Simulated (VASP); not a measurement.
# TiO2 (P4_2/mnm) in VASP: further runs

Aim: see how the results for TiO2 move with the level of theory and the settings. Levels: PBEsol, revPBE+D3(BJ), RPBE. Tasks: single point.

All numbers are computed with VASP 6.6.1; they aren't measurements. Logs are shortened: lines on timing, memory, paths and dates and some standing lists are left out, and cuts for length are marked.

**The experiment to reproduce.**

From “Shallow Valence Band of Rutile GeO2 and P-type Doping”, 2020, arxiv:2011.08928, for a bulk crystal of TiO2 at 1.6 K: band gap 3.03 eV (direct).

The results are compared with them further down.

**1. The cell of the first run**

The structure is tetragonal, space group P4_2/mnm (No. 136). Conventional cell: a = 4.591 Å, b = 4.591 Å, c = 2.939 Å, α = 90.00°, β = 90.00°, γ = 90.00°. Within 2.6 Å of Ti (site symmetry mmm) lie 6 O at 1.94 to 1.98 Å. Within 2.6 Å of O (site symmetry m2m) lie 3 Ti at 1.94 to 1.98 Å and 1 O at 2.54 Å.

**2. Single point, PBEsol**

INCAR

```
SYSTEM = TiO2
PREC     = Accurate       ! precision mode
ENCUT    = 520            ! plane-wave cutoff, eV
EDIFF    = 1E-6           ! SCF threshold, eV
ISMEAR   = 0              ! smearing method
SIGMA    = 0.01           ! smearing width, eV
LREAL    = .FALSE.        ! projectors in reciprocal space
LASPH    = .TRUE.         ! aspherical terms in the spheres
NELM     = 60             ! most SCF steps
ALGO     = Normal         ! electronic algorithm
ISIF     = 2              ! what is computed and relaxed
LWAVE    = .FALSE.        ! write WAVECAR
LCHARG   = .TRUE.         ! write CHGCAR
GGA      = PS             ! functional
LELF     = .TRUE.         ! ELF
LVHAR    = .TRUE.       
NBANDS   = 33             ! bands
```

KPOINTS

```
Automatic mesh
0
G
  5 5 7
  0 0 0
```

POSCAR

```
TiO2
1.0
    4.5911156280      0.0000000000      0.0000000000
    0.0000000000      4.5911156280      0.0000000000
    0.0000000000      0.0000000000      2.9391198618
Ti O
2 4
Direct
    0.0000000000      0.0000000000      0.0000000000
    0.5000000000      0.5000000000      0.5000000000
    0.3044396580      0.3044396580      0.0000000000
    0.1955603420      0.8044396580      0.5000000000
    0.6955603420      0.6955603420      0.0000000000
    0.8044396580      0.1955603420      0.5000000000
```

Potentials or basis: VASP PAW PBE potentials, release 64 (Ti_sv, O).

The run is started by

```bash
$ cat potpaw_PBE.64/Ti_sv/POTCAR potpaw_PBE.64/O/POTCAR > POTCAR
$ mpirun -np 1 vasp_std > vasp.out
```

OUTCAR:

```text
SYSTEM = TiO2
   PREC = Accurate
   ENCUT = 520
   EDIFF = 1E-6
   ISMEAR = 0
   LREAL = .FALSE.
   LASPH = .TRUE.
   NELM = 60
   ISIF = 2
   GGA = PS

 ion  position               nearest neighbor table
   1  0.000  0.000  0.000-   4 1.94   6 1.94   4 1.94   6 1.94   5 1.98   3 1.98
   2  0.500  0.500  0.500-   3 1.94   5 1.94   3 1.94   5 1.94   4 1.98   6 1.98
   3  0.304  0.304  0.000-   2 1.94   2 1.94   1 1.98
   4  0.196  0.804  0.500-   1 1.94   1 1.94   2 1.98
   5  0.696  0.696  0.000-   2 1.94   2 1.94   1 1.98
   6  0.804  0.196  0.500-   1 1.94   1 1.94   2 1.98

  LATTYP: Found a simple tetragonal cell.
 ALAT       =     4.5911156280
 C/A-ratio  =     0.6401755259

  Lattice vectors:

 A1 = (   4.5911156280,   0.0000000000,   0.0000000000)
 A2 = (   0.0000000000,   4.5911156280,   0.0000000000)
 A3 = (   0.0000000000,   0.0000000000,   2.9391198618)

Analysis of symmetry for initial positions (statically):
=====================================================================
 Subroutine PRICEL returns:
 Original cell was already a primitive cell.

 Routine SETGRP: Setting up the symmetry group for a
 simple tetragonal supercell.

 Subroutine GETGRP returns: Found 16 space group operations
 (whereof  8 operations were pure point group operations)
 out of a pool of 16 trial point group operations.

The static configuration has the point symmetry D_2h.
 The point group associated with its full space group is D_4h.

Analysis of symmetry for dynamics (positions and initial velocities):
=====================================================================
 Subroutine PRICEL returns:
 Original cell was already a primitive cell.

 Routine SETGRP: Setting up the symmetry group for a
 simple tetragonal supercell.

 Subroutine GETGRP returns: Found 16 space group operations
 (whereof  8 operations were pure point group operations)
 out of a pool of 16 trial point group operations.

The dynamic configuration has the point symmetry D_2h.
 The point group associated with its full space group is D_4h.

 Subroutine INISYM returns: Found 16 space group operations
 (whereof  8 operations are pure point group operations),
 and found     1 'primitive' translations

----------------------------------------------------------------------------------------

                                     Primitive cell

  volume of cell :      61.9518

  direct lattice vectors                    reciprocal lattice vectors
     4.591115628  0.000000000  0.000000000     0.217811983  0.000000000  0.000000000
     0.000000000  4.591115628  0.000000000     0.000000000  0.217811983  0.000000000
     0.000000000  0.000000000  2.939119862     0.000000000  0.000000000  0.340237910

  length of vectors
     4.591115628  4.591115628  2.939119862     0.217811983  0.217811983  0.340237910

  position of ions in fractional coordinates (direct lattice)
     0.000000000  0.000000000  0.000000000
     0.500000000  0.500000000  0.500000000
     0.304439658  0.304439658  0.000000000
     0.195560342  0.804439658  0.500000000
     0.695560342  0.695560342  0.000000000
     0.804439658  0.195560342  0.500000000

  ion indices of the primitive-cell ions
   primitive index   ion index
                 1           1
                 2           2
                 3           3
                 4           4
                 5           5
                 6           6

----------------------------------------------------------------------------------------

 KPOINTS: Automatic mesh

Automatic generation of k-mesh.
 Grid dimensions read from file:
 generate k-points for:    5    5    7

 Generating k-lattice:

  Cartesian coordinates                     Fractional coordinates (reciprocal lattice)
     0.043562397  0.000000000  0.000000000     0.200000000  0.000000000  0.000000000
     0.000000000  0.043562397  0.000000000     0.000000000  0.200000000  0.000000000
     0.000000000  0.000000000  0.048605416     0.000000000  0.000000000  0.142857143

  Length of vectors
     0.043562397  0.043562397  0.048605416

  Shift w.r.t. Gamma in fractional coordinates (k-lattice)
     0.000000000  0.000000000  0.000000000

 Subroutine IBZKPT returns following result:
 ===========================================

 Found     24 irreducible k-points:

 Following reciprocal coordinates:
            Coordinates               Weight
  0.000000  0.000000  0.000000      1.000000
  0.200000  0.000000  0.000000      4.000000
  0.400000  0.000000  0.000000      4.000000
  0.200000  0.200000  0.000000      4.000000
  0.400000  0.200000  0.000000      8.000000
  0.400000  0.400000  0.000000      4.000000
[... 16 lines left out ...]
  0.400000  0.200000  0.428571     16.000000
  0.400000  0.400000  0.428571      8.000000
   k-points           NKPTS =     24   k-points in BZ     NKDIM =     24   number of bands    NBANDS=     33
   number of dos      NEDOS =    301   number of ions     NIONS =      6
[... 38 lines left out ...]
  Fermi-wavevector in a.u.,A,eV,Ry     =   1.503617  2.841425 30.760937  2.260865
  Thomas-Fermi vector in A             =   2.614704
   LORBIT       =      0    0 simple, 1 ext, 2 COOP (PROOUT), +10 PAW based schemes
   GGA     = PS    functional components
   LHFCALC =     F    Hartree Fock is set to
   AEXX    =    0.0000 exact exchange contribution
   IVDW    =     0    specifies the selected vdW correction
   LEPSILON=     F    determine dielectric tensor
   LRPA    =     F    only Hartree local field effects (RPA)
 non-spin polarized calculation
 Gauss-broadening in eV      SIGMA  =   0.01
  energy-cutoff  :      520.00
  volume of cell :       61.95
 maximum number of plane-waves:      1683
 NGX is ok and might be reduce to    36
   NGX = 17   NGY = 17   NGZ = 11

 number of electron      48.0000020 magnetization

 Free energy of the ion-electron system (eV)
  ---------------------------------------------------
  ext. energy  EPLUGINS =         0.00000000
  ---------------------------------------------------
  free energy    TOTEN  =       -56.09815556 eV

  energy without entropy =      -56.09815556  energy(sigma->0) =      -56.09815556

 E-fermi :   4.8817     XC(G=0): -11.7427

 val. band max:        4.8018239999   @ k =   0.0000   0.0000   0.0000
 cond. band min:       6.6430185678   @ k =   0.0000   0.0000   0.0000
 fundamental gap:      1.8411945679
 Fermi energy:         4.8816785961

 k-point     1 :       0.0000    0.0000    0.0000
  band No.  band energies     occupation
      1     -51.8206      2.00000
      2     -51.8023      2.00000
      3     -28.2515      2.00000
      4     -28.2515      2.00000
      5     -28.0769      2.00000
      6     -28.0769      2.00000
[... 25 lines left out ...]
     32      11.5264      0.00000
     33      11.5797      0.00000

 k-point     2 :       0.2000    0.0000    0.0000
  band No.  band energies     occupation
      1     -51.8189      2.00000
      2     -51.8041      2.00000
      3     -28.2382      2.00000
      4     -28.2369      2.00000
      5     -28.0931      2.00000
      6     -28.0918      2.00000
[... 25 lines left out ...]
     32      11.3934      0.00000
     33      11.4201      0.00000

 k-point     3 :       0.4000    0.0000    0.0000
  band No.  band energies     occupation
      1     -51.8143      2.00000
      2     -51.8086      2.00000
      3     -28.2055      2.00000
      4     -28.2031      2.00000
      5     -28.1295      2.00000
      6     -28.1271      2.00000
[... 25 lines left out ...]
     32      11.1828      0.00000
     33      11.2131      0.00000

 k-point     4 :       0.2000    0.2000    0.0000
  band No.  band energies     occupation
      1     -51.8175      2.00000
      2     -51.8055      2.00000
      3     -28.2562      2.00000
      4     -28.2014      2.00000
      5     -28.1306      2.00000
      6     -28.0741      2.00000
[... 673 lines left out ...]
     32      10.6854      0.00000
     33      10.9573      0.00000

 k-point    23 :       0.4000    0.2000    0.4286
  band No.  band energies     occupation
      1     -51.7692      2.00000
      2     -51.7682      2.00000
      3     -28.4891      2.00000
      4     -28.4838      2.00000
      5     -28.1088      2.00000
      6     -28.0955      2.00000
[... 25 lines left out ...]
     32      10.2730      0.00000
     33      11.5188      0.00000

 k-point    24 :       0.4000    0.4000    0.4286
  band No.  band energies     occupation
      1     -51.7689      2.00000
      2     -51.7685      2.00000
      3     -28.4824      2.00000
      4     -28.4792      2.00000
      5     -28.1165      2.00000
      6     -28.1101      2.00000
[... 25 lines left out ...]
     32      10.8400      0.00000
     33      10.9435      0.00000

------------------------ aborting loop because EDIFF is reached ----------------------------------------

  FORCE on cell =-STRESS in cart. coord.  units (eV):
  Direction    XX          YY          ZZ          XY          YZ          ZX
  --------------------------------------------------------------------------------------
  -------------------------------------------------------------------------------------
  Total        0.2052427      0.2052427      0.3208639      0.0000000      0.0000000      0.0000000
  in kB        5.3079231      5.3079231      8.2980817      0.0000000      0.0000000      0.0000000
  external PRESSURE =       6.3046426 kB  Pullay stress =       0.0000000 kB

 VOLUME and BASIS-vectors are now :
 -----------------------------------------------------------------------------
  energy-cutoff  :      520.00
  volume of cell :       61.95
      direct lattice vectors                 reciprocal lattice vectors
     4.591115628  0.000000000  0.000000000     0.217811983  0.000000000  0.000000000
     0.000000000  4.591115628  0.000000000     0.000000000  0.217811983  0.000000000
     0.000000000  0.000000000  2.939119862     0.000000000  0.000000000  0.340237910

 POSITION                                       TOTAL-FORCE (eV/Angst)
 -----------------------------------------------------------------------------------
      0.00000      0.00000      0.00000         0.000000     -0.000000      0.000000
      2.29556      2.29556      1.46956         0.000000     -0.000000      0.000000
      1.39772      1.39772      0.00000        -0.017687     -0.017687      0.000000
      0.89784      3.69328      1.46956         0.017687     -0.017687      0.000000
      3.19340      3.19340      0.00000         0.017687      0.017687      0.000000
      3.69328      0.89784      1.46956        -0.017687      0.017687      0.000000
 -----------------------------------------------------------------------------------
    total drift:                                0.000000      0.000000      0.000000

  FREE ENERGIE OF THE ION-ELECTRON SYSTEM (eV)
  ---------------------------------------------------
  free  energy   TOTEN  =       -56.0981555592 eV

  energy  without entropy=      -56.0981555592  energy(sigma->0) =      -56.09815556
```

It took 68 s on 1 thread of Intel Xeon 8259CL, shared host; peak memory 0.19 GiB.

Results:

```
Free energy            : -56.0982 eV
Pressure               : 0.6 GPa
Largest force          : 0.025 eV/Å
Band gap on the k mesh : 1.84 eV
```

Forces in eV/Å, atoms in the order of the input:
```
Ti   0.000  0.000  0.000
Ti   0.000  0.000  0.000
O   -0.018 -0.018  0.000
O    0.018 -0.018  0.000
O    0.018  0.018  0.000
O   -0.018  0.018  0.000
```

Levels at points of the mesh, in eV from the valence-band top:
| k point | band 20 | band 21 | band 22 | band 23 | band 24 | band 25 | band 26 | band 27 | band 28 | band 29 |
| --- | --- | --- | --- | --- | --- | --- | --- | --- | --- | --- |
| (0.00, 0.00, 0.00) | -1.97 | -0.68 | -0.46 | -0.46 | 0.00 | 1.84 | 2.12 | 2.42 | 2.51 | 2.51 |

Caveat: the PAW data sets were made with another functional, which shifts forces and pressure a little.

**3. Single point, revPBE+D3(BJ)**

This run uses another cell than the first one, of 10.44 Å³/atom.

INCAR

```
PREC     = Accurate       # precision mode
ENCUT    = 520            # plane-wave cutoff, eV
EDIFF    = 1E-6           # SCF threshold, eV
ISMEAR   = 0              # smearing method
SIGMA    = 0.01           # smearing width, eV
LREAL    = F              # projectors in reciprocal space
LASPH    = T              # aspherical terms in the spheres
NELM     = 100            # most SCF steps
ALGO     = Normal         # electronic algorithm
ISIF     = 2              # what is computed and relaxed
LWAVE    = F              # write WAVECAR
LCHARG   = T              # write CHGCAR
GGA      = RE             # functional
IVDW     = 12             # dispersion correction
LELF     = T              # ELF
LVHAR    = T            
NBANDS   = 33             # bands
```

KPOINTS

```
Automatic mesh
0
Gamma
  5 5 7
```

POSCAR

```
TiO2
1.0
    4.6029397177      0.0000000000      0.0000000000
    0.0000000000      4.6029397177      0.0000000000
    0.0000000000      0.0000000000      2.9564759778
Ti O
2 4
Direct
    0.0000000000      0.0000000000      0.0000000000
    0.5000000000      0.5000000000      0.5000000000
    0.3040832908      0.3040832908      0.0000000000
    0.1959167092      0.8040832908      0.5000000000
    0.6959167092      0.6959167092      0.0000000000
    0.8040832908      0.1959167092      0.5000000000
```

Potentials or basis: VASP PAW PBE potentials, release 64 (Ti_sv, O).

The run is started by

```bash
$ cat potpaw_PBE.64/Ti_sv/POTCAR potpaw_PBE.64/O/POTCAR > POTCAR
$ mpirun -np 1 vasp_std > vasp.out
```

Run time: 82 s. Hardware: 1 thread of Intel Xeon 8259CL, shared host; peak memory 0.2 GiB.

The run converged. Its results:

| Item | Value |
| --- | --- |
| Free energy | -54.3631 eV |
| Pressure | 0.7 GPa |
| Largest force | 0.023 eV/Å |
| Band gap on the k mesh | 1.86 eV |
| Dispersion energy per atom | -0.482 eV |

Forces on the atoms (eV/Å):
```
Ti   0.000  0.000  0.000
Ti   0.000  0.000  0.000
O   -0.017 -0.017  0.000
O    0.017 -0.017  0.000
O    0.017  0.017  0.000
O   -0.017  0.017  0.000
```

Stress tensor (GPa, compression positive):
```
0.60 0.00 0.00
0.00 0.60 0.00
0.00 0.00 0.83
```

Levels at points of the mesh, in eV from the valence-band top:
```tsv
k point	band 22	band 23	band 24	band 25	band 26	band 27
(0.00, 0.00, 0.00)	-0.46	-0.46	0.00	1.86	2.15	2.39
```

Caveat: the PAW data sets were made with another functional, which shifts forces and pressure a little.

**4. Single point, RPBE**

This run uses another cell than the first one, of 10.91 Å³/atom.

INCAR

```
SYSTEM = TiO2
PREC = Accurate
ENCUT = 520
EDIFF = 1E-7
ISMEAR = 0
SIGMA = 0.01
LREAL = .FALSE.
LASPH = .TRUE.
NELM = 100
ALGO = Normal
ISIF = 2
LWAVE = .FALSE.
LCHARG = .FALSE.
GGA = RP
NBANDS = 33
```

KPOINTS

```
Automatic mesh
0
G
  5 5 7
  0 0 0
```

POSCAR

```
TiO2
1.0
    4.6874346380      0.0000000000      0.0000000000
    0.0000000000      4.6874346380      0.0000000000
    0.0000000000      0.0000000000      2.9799642209
Ti O
2 4
Direct
    0.0000000000      0.0000000000      0.0000000000
    0.5000000000      0.5000000000      0.5000000000
    0.3059284066      0.3059284066      0.0000000000
    0.1940715934      0.8059284066      0.5000000000
    0.6940715934      0.6940715934      0.0000000000
    0.8059284066      0.1940715934      0.5000000000
```

The run is started by

```bash
$ cat potpaw_PBE.64/Ti_sv/POTCAR potpaw_PBE.64/O/POTCAR > POTCAR
$ mpirun -np 1 vasp_std > vasp.out
```

Wall time 87 s (1 thread of Intel Xeon 8259CL, shared host); peak memory 0.19 GiB.

It converged, with:

```yaml
Free_energy: -51.2123 eV
Pressure: 0.6 GPa
Largest_force: 0.028 eV/Å
Band_gap_on_the_k_mesh: 1.85 eV
```

Forces in eV/Å, atoms in the order of the input:
```
Ti   0.000  0.000  0.000
Ti   0.000  0.000  0.000
O   -0.020 -0.020  0.000
O    0.020 -0.020  0.000
O    0.020  0.020  0.000
O   -0.020  0.020  0.000
```

Stress tensor (GPa, compression positive):
```
0.48 0.00 0.00
0.00 0.48 0.00
0.00 0.00 0.77
```

Levels at points of the mesh, in eV from the valence-band top:
```
           k point  band 22  band 23  band 24  band 25  band 26  band 27
(0.00, 0.00, 0.00)    -0.40    -0.40     0.00     1.85     2.15     2.40
```

Caveat: the PAW data sets were made with another functional, which shifts forces and pressure a little.

**5. The runs side by side**

```tsv
level	cell	gap on the mesh (eV)	pressure (GPa)	largest force (eV/Å)
PBEsol	a = 4.591, b = 4.591, c = 2.939 Å, 6 atoms, atomic positions A	1.84	0.6	0.03
revPBE+D3(BJ)	a = 4.603, b = 4.603, c = 2.956 Å, 6 atoms, atomic positions B	1.86	0.7	0.02
RPBE	a = 4.687, b = 4.687, c = 2.980 Å, 6 atoms, atomic positions C	1.85	0.6	0.03
```

Alike in all rows: task single point; potentials or basis VASP PAW PBE potentials, release 64 (Ti_sv, O); no spin polarisation; k mesh 5 × 5 × 7; cutoff (eV) 520; smearing gaussian 0.01 eV.

Caveats: the PAW data sets were made with another functional, which shifts forces and pressure a little.

Absolute energies hang on the potentials; compare differences alone.

**6. Comparison with measurements**

Step 2. A measured gap of TiO2 is 3.03 eV (direct; 1.6 K; quoted in “Shallow Valence Band of Rutile GeO2 and P-type Doping”, 2020, arxiv:2011.08928); the calculated 1.84 eV misses it by -1.19 eV. 2 values of this kind are on record in papers (3.03 to 3.05 eV); this one was drawn at random among those near their median. The value is that of PBEsol on a finite k mesh, which can miss the band edges, without temperature or zero-point motion. Semilocal functionals fall short of measured gaps as a rule.

Step 3. A measured gap of TiO2 is 3.03 eV (direct; 1.6 K; quoted in “Shallow Valence Band of Rutile GeO2 and P-type Doping”, 2020, arxiv:2011.08928); the calculated 1.86 eV misses it by -1.17 eV. 2 values of this kind are on record in papers (3.03 to 3.05 eV); this one was drawn at random among those near their median. The value is that of revPBE+D3(BJ) on a finite k mesh, which can miss the band edges, without temperature or zero-point motion. Semilocal functionals fall short of measured gaps as a rule.

Step 4. A measured gap of TiO2 is 3.03 eV (direct; 1.6 K; quoted in “Shallow Valence Band of Rutile GeO2 and P-type Doping”, 2020, arxiv:2011.08928); the calculated 1.85 eV misses it by -1.18 eV. 2 values of this kind are on record in papers (3.03 to 3.05 eV); this one was drawn at random among those near their median. The value is that of RPBE on a finite k mesh, which can miss the band edges, without temperature or zero-point motion. Semilocal functionals fall short of measured gaps as a rule.
